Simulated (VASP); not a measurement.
A run of VASP 6.6.1:

File INCAR:

```
SYSTEM = AlGaN2
PREC = Accurate ; ENCUT = 520
EDIFF = 1E-6 ; ISMEAR = 0
SIGMA = 0.05 ; LREAL = .FALSE.
LASPH = .TRUE. ; NELM = 60
ALGO = Normal ; ISIF = 2
LWAVE = .FALSE. ; LCHARG = .FALSE.
GGA = CA ; NBANDS = 21
```

KPOINTS

```
regular mesh
0
G
  8 8 6
  0 0 0
```

Contents of POSCAR:

```
AlGaN2
1.0
    3.1722858192      0.0000000000      0.0000000000
    0.0000000000      3.1722858192      0.0000000000
    0.0000000000      0.0000000000      4.4238379400
Al Ga N
1 1 2
Direct
    0.5000000000      0.5000000000      0.5000000000
    0.0000000000      0.0000000000      0.0000000000
    0.5000000000      0.0000000000      0.7382648100
    0.0000000000      0.5000000000      0.2617351900
```

Potentials or basis: VASP PAW LDA potentials, release 64 (Al, Ga_d, N).

The run is started by

```sh
$ cat potpaw_LDA.64/Al/POTCAR potpaw_LDA.64/Ga_d/POTCAR potpaw_LDA.64/N/POTCAR > POTCAR
$ mpirun -np 1 vasp_std > vasp.out
```

Hardware: 1 thread of Intel Xeon 8259CL, on a shared host.

Problem. How long does it take, and how much memory?

Solution. Wall time 55 s on 1 thread of Intel Xeon 8259CL (shared host), peak memory 0.18 GiB. Counts: scf iterations 13, k points 60.
